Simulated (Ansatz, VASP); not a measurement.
Given: the input of a run of VASP 6.6.1 on Be.

INCAR

```
ALGO = Fast
EDIFF = 1E-6
ENCUT = 520
GGA = PE
ISIF = 2
ISMEAR = -1
LASPH = True
LCHARG = False
LREAL = False
LWAVE = False
NBANDS = 9
NELM = 100
PREC = Accurate
SIGMA = 0.05
```

Contents of KPOINTS:

```
k-points
0
Gamma
  13 13 8
```

The input POSCAR:

```
Be
1.0
    2.2544137814      0.0000000000      0.0000000000
   -1.1272068907      1.9523796054      0.0000000000
    0.0000000000      0.0000000000      3.5357589267
Be
2
Direct
    0.6666666667      0.3333333333      0.7500000000
    0.3333333333      0.6666666667      0.2500000000
```

Potentials or basis: VASP PAW PBE potentials, release 64 (Be).

The run is started by

```console
$ cat potpaw_PBE.64/Be/POTCAR > POTCAR
$ mpirun -np 1 vasp_std > vasp.out
```

Problem. Translate it to Ansatz 0.2.0. Potentials there: Ansatz PAW.

Solution. As run (the cutoff follows the program's own potentials):

Contents of input.yaml:

```yaml
crystal:
  lattice:
    - [2.2544137814, 0.0, 0.0]
    - [-1.1272068907, 1.9523796054, 0.0]
    - [0.0, 0.0, 3.5357589267]
  atoms:
    - { symbol: Be, position: [0.6666666667, 0.3333333333, 0.75] }
    - { symbol: Be, position: [0.3333333333, 0.6666666667, 0.25] }
hamiltonian:
  xc: pbe
  pseudopotentials: { kind: paw }
kpoints:
  mp_grid: { grid: [13, 13, 8] }
scf:
  occupations: { method: fermi_dirac, width: 0.05 }
output:
  forces: true
  stress: true
  eigenvalues: true
```

Potentials or basis: Ansatz PAW.

Command:

```console
$ ansatz run input.yaml --threads 2 --pin off --max-ram 5632MiB --backend cpu --events-out ev --progress --plain --runs-dir out
```

Both were run:

|  | VASP | Ansatz | Ansatz less VASP |
| --- | --- | --- | --- |
| gap on the k mesh at the Fermi level (eV) | none | none | - |
| pressure (GPa) | 2.3 | 2.2 | -0.17 |
| traceless stress, the component that is largest in VASP (GPa) | -0.23 | -0.26 | -0.033 |

A gap of «none» marks a metal or a gap that the smearing closes.
